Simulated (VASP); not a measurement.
# Ta5AlB2 (P4/mmm) in VASP: single point with r2SCAN

Aim: the single point of Ta5AlB2 with r2SCAN.

Everything below comes from runs of VASP 6.6.1. Logs are shortened: lines on timing, memory, paths and dates and some standing lists are left out, and cuts for length are marked.

## Step 1: The cell of the first run

It takes space group P4/mmm (No. 123, tetragonal). Conventional cell: a = 3.819 Å, b = 3.819 Å, c = 8.206 Å, α = 90.00°, β = 90.00°, γ = 90.00°. Within 3.6 Å of Ta (site symmetry 2mm) lie 6 Ta at 2.70 to 2.88 Å and 2 Al at 2.73 Å and 4 B at 2.73 to 2.88 Å. Ta (site symmetry 4/mmm) has 4 B at 2.70 Å and 8 Ta at 2.88 Å within 3.6 Å. Within 3.6 Å of Al (site symmetry 4/mmm) lie 4 B at 2.70 Å and 8 Ta at 2.73 Å. B (site symmetry 4/mmm) has 12 Ta at 2.70 to 2.88 Å within 3.6 Å. Within 3.6 Å of B (site symmetry 4/mmm) lie 4 Al at 2.70 Å and 8 Ta at 2.73 Å.

## Step 2: Single point, r2SCAN

POSCAR

```
Ta5AlB2
1.0
    3.8193058540      0.0000000000      0.0000000000
    0.0000000000      3.8193058540      0.0000000000
    0.0000000000      0.0000000000      8.2057546032
Ta Al B
5 1 2
Direct
    0.0000000000      0.5000000000      0.2376875867
    0.5000000000      0.0000000000      0.2376875867
    0.0000000000      0.5000000000      0.7623124133
    0.5000000000      0.0000000000      0.7623124133
    0.5000000000      0.5000000000      0.5000000000
    0.5000000000      0.5000000000      0.0000000000
    0.0000000000      0.0000000000      0.5000000000
    0.0000000000      0.0000000000      0.0000000000
```

INCAR.step1

```
SYSTEM = Ta5AlB2
PREC = Accurate ; ENCUT = 550
ISMEAR = 0 ; SIGMA = 0.1
LREAL = .False. ; LASPH = .True.
NELM = 120 ; NBANDS = 42
GGA = PE ; ALGO = Normal
EDIFF = 1E-5 ; LWAVE = .True.
LCHARG = .False. ; GGA_COMPAT = .False.
```

INCAR.step2

```
SYSTEM = Ta5AlB2
PREC = Accurate ; ENCUT = 550
EDIFF = 1E-6 ; ISMEAR = 0
SIGMA = 0.1 ; LREAL = .False.
LASPH = .True. ; NELM = 120
ALGO = Normal ; ISIF = 2
LWAVE = .False. ; LCHARG = .True.
METAGGA = R2SCAN ; LMIXTAU = .True.
LELF = .True. ; LVHAR = .True.
NBANDS = 42 ; ISTART = 1
GGA_COMPAT = .False.
```

KPOINTS

```
regular mesh
0
Gamma
  8 8 4
  0 0 0
```

Potentials or basis: VASP PAW PBE potentials, release 64 (Ta_pv, Al, B).

Run with:

```
$ cat potpaw_PBE.64/Ta_pv/POTCAR potpaw_PBE.64/Al/POTCAR potpaw_PBE.64/B/POTCAR > POTCAR
$ cp INCAR.step1 INCAR
$ mpirun -np 1 vasp_std > vasp.out
$ cp INCAR.step2 INCAR
$ mpirun -np 1 vasp_std > vasp.out
```

OUTCAR:

```text
SYSTEM = Ta5AlB2
   PREC = Accurate
   ENCUT = 550
   EDIFF = 1E-6
   ISMEAR = 0
   LREAL = .False.
   LASPH = .True.
   NELM = 120
   ISIF = 2
   METAGGA = R2SCAN
   ISTART = 1

 ion  position               nearest neighbor table
   1  0.000  0.500  0.238-   2 2.70   2 2.70   2 2.70   2 2.70   8 2.73   8 2.73   6 2.73   6 2.73
                             7 2.88   5 2.88   7 2.88   5 2.88
   2  0.500  0.000  0.238-   1 2.70   1 2.70   1 2.70   1 2.70   6 2.73   8 2.73   8 2.73   6 2.73
                             7 2.88   7 2.88   5 2.88   5 2.88
   3  0.000  0.500  0.762-   4 2.70   4 2.70   4 2.70   4 2.70   8 2.73   8 2.73   6 2.73   6 2.73
                             7 2.88   5 2.88   7 2.88   5 2.88
   4  0.500  0.000  0.762-   3 2.70   3 2.70   3 2.70   3 2.70   6 2.73   8 2.73   8 2.73   6 2.73
                             7 2.88   7 2.88   5 2.88   5 2.88
   5  0.500  0.500  0.500-   7 2.70   7 2.70   7 2.70   7 2.70   1 2.88   2 2.88   4 2.88   2 2.88
                             1 2.88   3 2.88   3 2.88   4 2.88
   6  0.500  0.500  0.000-   8 2.70   8 2.70   8 2.70   8 2.70   1 2.73   2 2.73   4 2.73   2 2.73
                             1 2.73   3 2.73   3 2.73   4 2.73
   7  0.000  0.000  0.500-   5 2.70   5 2.70   5 2.70   5 2.70   1 2.88   1 2.88   3 2.88   2 2.88
                             2 2.88   4 2.88   3 2.88   4 2.88
   8  0.000  0.000  0.000-   6 2.70   6 2.70   6 2.70   6 2.70   1 2.73   1 2.73   3 2.73   2 2.73
                             2 2.73   4 2.73   3 2.73   4 2.73

  LATTYP: Found a simple tetragonal cell.
 ALAT       =     3.8193058540
 C/A-ratio  =     2.1484937098

  Lattice vectors:

 A1 = (   3.8193058540,   0.0000000000,   0.0000000000)
 A2 = (   0.0000000000,   3.8193058540,   0.0000000000)
 A3 = (   0.0000000000,   0.0000000000,   8.2057546032)

Analysis of symmetry for initial positions (statically):
=====================================================================
 Subroutine PRICEL returns:
 Original cell was already a primitive cell.

 Routine SETGRP: Setting up the symmetry group for a
 simple tetragonal supercell.

 Subroutine GETGRP returns: Found 16 space group operations
 (whereof 16 operations were pure point group operations)
 out of a pool of 16 trial point group operations.

The static configuration has the point symmetry D_4h.

Analysis of symmetry for dynamics (positions and initial velocities):
=====================================================================
 Subroutine PRICEL returns:
 Original cell was already a primitive cell.

 Routine SETGRP: Setting up the symmetry group for a
 simple tetragonal supercell.

 Subroutine GETGRP returns: Found 16 space group operations
 (whereof 16 operations were pure point group operations)
 out of a pool of 16 trial point group operations.

The dynamic configuration has the point symmetry D_4h.

 Subroutine INISYM returns: Found 16 space group operations
 (whereof 16 operations are pure point group operations),
 and found     1 'primitive' translations

----------------------------------------------------------------------------------------

                                     Primitive cell

  volume of cell :     119.6981

  direct lattice vectors                    reciprocal lattice vectors
     3.819305854  0.000000000  0.000000000     0.261827682  0.000000000  0.000000000
     0.000000000  3.819305854  0.000000000     0.000000000  0.261827682  0.000000000
     0.000000000  0.000000000  8.205754603     0.000000000  0.000000000  0.121865696

  length of vectors
     3.819305854  3.819305854  8.205754603     0.261827682  0.261827682  0.121865696

  position of ions in fractional coordinates (direct lattice)
     0.000000000  0.500000000  0.237687587
     0.500000000  0.000000000  0.237687587
     0.000000000  0.500000000  0.762312413
     0.500000000  0.000000000  0.762312413
     0.500000000  0.500000000  0.500000000
     0.500000000  0.500000000  0.000000000
     0.000000000  0.000000000  0.500000000
     0.000000000  0.000000000  0.000000000

  ion indices of the primitive-cell ions
   primitive index   ion index
                 1           1
                 2           2
                 3           3
                 4           4
                 5           5
                 6           6
                 7           7
                 8           8

----------------------------------------------------------------------------------------

 KPOINTS: regular mesh

Automatic generation of k-mesh.
 Grid dimensions read from file:
 generate k-points for:    8    8    4

 Generating k-lattice:

  Cartesian coordinates                     Fractional coordinates (reciprocal lattice)
     0.032728460  0.000000000  0.000000000     0.125000000  0.000000000  0.000000000
     0.000000000  0.032728460  0.000000000     0.000000000  0.125000000  0.000000000
     0.000000000  0.000000000  0.030466424     0.000000000  0.000000000  0.250000000

  Length of vectors
     0.032728460  0.032728460  0.030466424

  Shift w.r.t. Gamma in fractional coordinates (k-lattice)
     0.000000000  0.000000000  0.000000000

 Subroutine IBZKPT returns following result:
 ===========================================

 Found     45 irreducible k-points:

 Following reciprocal coordinates:
            Coordinates               Weight
  0.000000  0.000000  0.000000      1.000000
  0.125000  0.000000  0.000000      4.000000
  0.250000  0.000000  0.000000      4.000000
  0.375000  0.000000  0.000000      4.000000
  0.500000  0.000000  0.000000      2.000000
  0.125000  0.125000  0.000000      4.000000
[... 16 lines left out ...]
  0.375000  0.125000  0.250000     16.000000
  0.500000  0.125000  0.250000      8.000000
 [... further k-points ...]
   k-points           NKPTS =     45   k-points in BZ     NKDIM =     45   number of bands    NBANDS=     42
   number of dos      NEDOS =    301   number of ions     NIONS =      8
   total plane-waves  NPLWV =  57600
   dimension x,y,z NGX =    30 NGY =   30 NGZ =   64
   dimension x,y,z NGXF=    60 NGYF=   60 NGZF=  128
   ions per type =               5   1   2
   NGX,Y,Z   is equivalent  to a cutoff of  13.06, 13.06, 12.97 a.u.
   NGXF,Y,Z  is equivalent  to a cutoff of  26.12, 26.12, 25.93 a.u.
 SYSTEM =  Ta5AlB2
   PREC   = accura    normal or accurate (medium, high low for compatibility)
   ISTART =      1    job   : 0-new  1-cont  2-samecut
   ICHARG =      0    charge: 1-file 2-atom 10-const
   ISPIN  =      1    spin polarized calculation?
   LNONCOLLINEAR =      F non collinear calculations
   LSORBIT =      F    spin-orbit coupling
   LASPH  =      T    aspherical Exc in radial PAW
   ENCUT  =  550.0 eV  40.42 Ry    6.36 a.u.   7.30  7.30 15.69*2*pi/ulx,y,z
   NELM   =    120;   NELMIN=  2; NELMDL=  0     # of ELM steps
   EDIFF  = 0.1E-05   stopping-criterion for ELM
   LREAL  =      F    real-space projection
   EDIFFG = 0.1E-04   stopping-criterion for IOM
   NSW    =      0    number of steps for IOM
   IBRION =     -1    ionic relax: 0-MD 1-quasi-New 2-CG
   NFREE  =      0    steps in history (QN), initial steepest desc. (CG)
   ISIF   =      2    stress and relaxation
   ISYM   =      2    0-nonsym 1-usesym 2-fastsym
   POTIM  = 0.5000    time-step for ionic-motion
   TEBEG  =    0.0;   TEEND  =   0.0 temperature during run
   PSTRESS=    0.0 pullay stress
   NELECT =      64.0000    total number of electrons
   NUPDOWN=      -1.0000    fix difference up-down
   EMIN   =  10.00;   EMAX   =-10.00  energy-range for DOS
   EFERMI =   0.00;   METHOD = LEGACY
   ISMEAR =     0;   SIGMA  =   0.10  broadening in eV -4-tet -1-fermi 0-gaus
   EFERMI_NEDOS =   21; number of points for ismear=-14 and -15
   IALGO  =     38    algorithm
   IMIX   =      4    mixing-type and parameters
     AMIX     =   0.40;   BMIX     =  1.00
     AMIX_MAG =   1.60;   BMIX_MAG =  1.00
  volume/ion in A,a.u.               =      14.96       100.97
  Fermi-wavevector in a.u.,A,eV,Ry     =   1.328737  2.510949 24.021657  1.765542
  Thomas-Fermi vector in A             =   2.457952
   LORBIT       =      0    0 simple, 1 ext, 2 COOP (PROOUT), +10 PAW based schemes
   METAGGA = R2SCAN    functional components
   LHFCALC =     F    Hartree Fock is set to
   AEXX    =    0.0000 exact exchange contribution
   IVDW    =     0    specifies the selected vdW correction
   LEPSILON=     F    determine dielectric tensor
   LRPA    =     F    only Hartree local field effects (RPA)
 non-spin polarized calculation
 Gauss-broadening in eV      SIGMA  =   0.10
  energy-cutoff  :      550.00
  volume of cell :      119.70
 maximum number of plane-waves:      3527
 NGX is ok and might be reduce to    30
   NGX = 15   NGY = 15   NGZ = 31

 number of electron      64.0000001 magnetization

 Free energy of the ion-electron system (eV)
  ---------------------------------------------------
  ext. energy  EPLUGINS =         0.00000000
  ---------------------------------------------------
  free energy    TOTEN  =      -262.33263770 eV

  energy without entropy =     -262.31692249  energy(sigma->0) =     -262.32478010

 E-fermi :   6.3363     XC(G=0): -13.3201

 val. band max:        6.3295931653   @ k =   0.5000   0.1250   0.0000
 cond. band min:       6.3367031553   @ k =   0.3750   0.1250   0.2500
 fundamental gap:      0.0071099901
 Fermi energy:         6.3362828864

 k-point     1 :       0.0000    0.0000    0.0000
  band No.  band energies     occupation
      1     -29.6136      2.00000
      2     -29.6136      2.00000
      3     -29.5494      2.00000
      4     -29.5494      2.00000
      5     -29.4237      2.00000
      6     -29.2001      2.00000
[... 34 lines left out ...]
     41       9.5629      0.00000
     42      10.5262      0.00000

 k-point     2 :       0.1250    0.0000    0.0000
  band No.  band energies     occupation
      1     -29.5782      2.00000
      2     -29.5735      2.00000
      3     -29.5329      2.00000
      4     -29.5065      2.00000
      5     -29.3879      2.00000
      6     -29.2147      2.00000
[... 979 lines left out ...]
     41       9.3724      0.00000
     42      10.0734      0.00000

 k-point    24 :       0.5000    0.1250    0.2500
  band No.  band energies     occupation
      1     -29.4663      2.00000
      2     -29.3705      2.00000
      3     -29.3494      2.00000
      4     -29.2965      2.00000
      5     -29.2841      2.00000
      6     -29.1130      2.00000
[... 34 lines left out ...]
     41       9.2723      0.00000
     42       9.4149      0.00000

 [... further k-points ...]

------------------------ aborting loop because EDIFF is reached ----------------------------------------

  FORCE on cell =-STRESS in cart. coord.  units (eV):
  Direction    XX          YY          ZZ          XY          YZ          ZX
  --------------------------------------------------------------------------------------
  -------------------------------------------------------------------------------------
  Total       -1.8720839     -1.8720839     -1.1657347      0.0000000      0.0000000      0.0000000
  in kB      -25.0581208    -25.0581208    -15.6035322      0.0000000      0.0000000      0.0000000
  external PRESSURE =     -21.9065913 kB  Pullay stress =       0.0000000 kB

 VOLUME and BASIS-vectors are now :
 -----------------------------------------------------------------------------
  energy-cutoff  :      550.00
  volume of cell :      119.70
      direct lattice vectors                 reciprocal lattice vectors
     3.819305854  0.000000000  0.000000000     0.261827682  0.000000000  0.000000000
     0.000000000  3.819305854  0.000000000     0.000000000  0.261827682  0.000000000
     0.000000000  0.000000000  8.205754603     0.000000000  0.000000000  0.121865696

 POSITION                                       TOTAL-FORCE (eV/Angst)
 -----------------------------------------------------------------------------------
      0.00000      1.90965      1.95041         0.000000      0.000000     -0.016172
      1.90965      0.00000      1.95041         0.000000      0.000000     -0.016172
      0.00000      1.90965      6.25535         0.000000      0.000000      0.016172
      1.90965      0.00000      6.25535         0.000000      0.000000      0.016172
      1.90965      1.90965      4.10288         0.000000      0.000000      0.000000
      1.90965      1.90965      0.00000         0.000000      0.000000      0.000000
      0.00000      0.00000      4.10288         0.000000      0.000000      0.000000
      0.00000      0.00000      0.00000         0.000000      0.000000      0.000000
 -----------------------------------------------------------------------------------
    total drift:                                0.000000      0.000000     -0.000000

  FREE ENERGIE OF THE ION-ELECTRON SYSTEM (eV)
  ---------------------------------------------------
  free  energy   TOTEN  =      -262.3326377028 eV

  energy  without entropy=     -262.3169224902  energy(sigma->0) =     -262.32478010
```

Wall time 12 min (1 thread of Oxide Virtual Turin-like, shared host); peak memory 0.34 GiB.

What came out:

- Free energy: -262.3326 eV
- Pressure: -2.2 GPa
- Largest force: 0.016 eV/Å
- Band gap on the k mesh: zero (bands 32 and 33 overlap by 0.63 eV)

Forces in eV/Å, atoms in the order of the input:
```
Ta   0.000  0.000 -0.016
Ta   0.000  0.000 -0.016
Ta   0.000  0.000  0.016
Ta   0.000  0.000  0.016
Ta   0.000  0.000  0.000
Al   0.000  0.000  0.000
B    0.000  0.000  0.000
B    0.000  0.000  0.000
```

Levels at points of the mesh, in eV from the Fermi level:
| k point | band 28 | band 29 | band 30 | band 31 | band 32 | band 33 | band 34 | band 35 | band 36 | band 37 |
| --- | --- | --- | --- | --- | --- | --- | --- | --- | --- | --- |
| (0.00, 0.00, 0.00) | -2.45 | -1.06 | -0.29 | -0.29 | -0.27 | 0.55 | 1.61 | 1.87 | 2.31 | 2.31 |
| (0.50, 0.00, 0.00) | -1.15 | -0.99 | -0.46 | -0.44 | 0.29 | 0.37 | 0.42 | 1.23 | 1.41 | 1.55 |
| (0.50, 0.50, 0.00) | -1.89 | -1.89 | -1.75 | -0.45 | -0.45 | 0.46 | 1.81 | 2.26 | 2.26 | 2.50 |
| (0.00, 0.00, 0.50) | -2.08 | -1.11 | -0.60 | -0.52 | -0.52 | 0.21 | 1.67 | 1.67 | 1.73 | 1.89 |
| (0.50, 0.00, 0.50) | -1.64 | -0.85 | -0.73 | -0.05 | 0.28 | 0.45 | 0.59 | 0.59 | 1.43 | 1.65 |
| (0.50, 0.50, 0.50) | -1.91 | -1.91 | -1.60 | -0.45 | -0.45 | -0.11 | 1.87 | 2.31 | 2.31 | 2.52 |

Caveat: the PAW data sets were made with another functional, which shifts forces and pressure a little; spin-orbit coupling is left out, which moves the levels of the heavy elements.
